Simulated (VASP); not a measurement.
Input of a VASP 6.6.1 run:

The input INCAR:

```
SYSTEM = LiSi16
PREC = Accurate ; ENCUT = 520
EDIFF = 1E-6 ; ISMEAR = 0
SIGMA = 0.05 ; LREAL = Auto
LASPH = .TRUE. ; NELM = 100
ALGO = Normal ; ISIF = 2
LWAVE = .FALSE. ; LCHARG = .FALSE.
GGA = PS ; NBANDS = 48
NELECT = 66.0
```

Contents of KPOINTS:

```
Automatic mesh
0
G
  2 2 2
  0 0 0
```

The input POSCAR:

```
LiSi16
1.0
    0.0000000000      5.4300000000      5.4300000000
    5.4300000000      0.0000000000      5.4300000000
    5.4300000000      5.4300000000      0.0000000000
Si Li
16 1
Direct
    0.0004925414     -0.0017934622      0.0005336096
    0.1226869245      0.1276607735      0.1227325967
   -0.0073183241      0.0030604972      0.5020059853
    0.1226763352      0.1276542357      0.6266862799
    0.0004698895      0.5015104052      0.0005111418
    0.1246920810      0.6256388582      0.1247289134
    0.0004596685      0.5015051565      0.4972974217
    0.1226457643      0.6238083794      0.6266603131
    0.5019604972      0.0030590239     -0.0072691529
    0.6266453959      0.1276527624      0.1227203499
    0.5019463168      0.0030507366      0.5019897790
    0.6245810313      0.1258709024      0.6246309392
    0.4972607735      0.5015038674      0.0004992634
    0.6266190608      0.6238072744      0.1226899632
    0.5019037753      0.4939529466      0.5019472376
    0.6266077348      0.6238022099      0.6266471455
    0.3745622468     -0.1240933702      0.3746149171
```

Potentials or basis: VASP PAW PBE potentials, release 64 (Si, Li_sv).

The run is started by

```bash
$ cat potpaw_PBE.64/Si/POTCAR potpaw_PBE.64/Li_sv/POTCAR > POTCAR
$ mpirun -np 1 vasp_std > vasp.out
```

**Question.** Predict the largest force.

**Answer.** 0.008 eV/Å.

Forces on the atoms (eV/Å):
```
Si   0.000 -0.001  0.001
Si   0.001 -0.002  0.001
Si   0.005 -0.004 -0.004
Si   0.001 -0.001  0.001
Si  -0.001 -0.001 -0.001
Si  -0.001  0.002 -0.001
Si   0.001  0.001 -0.001
Si   0.000  0.000  0.000
Si  -0.004 -0.004  0.004
Si   0.001 -0.001  0.001
Si   0.005  0.004  0.004
Si  -0.002  0.004 -0.002
Si  -0.001  0.000  0.001
Si   0.001  0.000  0.000
Si  -0.005  0.005 -0.005
Si  -0.001 -0.001  0.000
Li   0.000  0.000  0.000
```

Caveat: the k points lie up to 0.50 Å⁻¹ apart; the cell carries a net charge on a neutralising background, which shifts energy and pressure; the PAW data sets were made with another functional, which shifts forces and pressure a little.
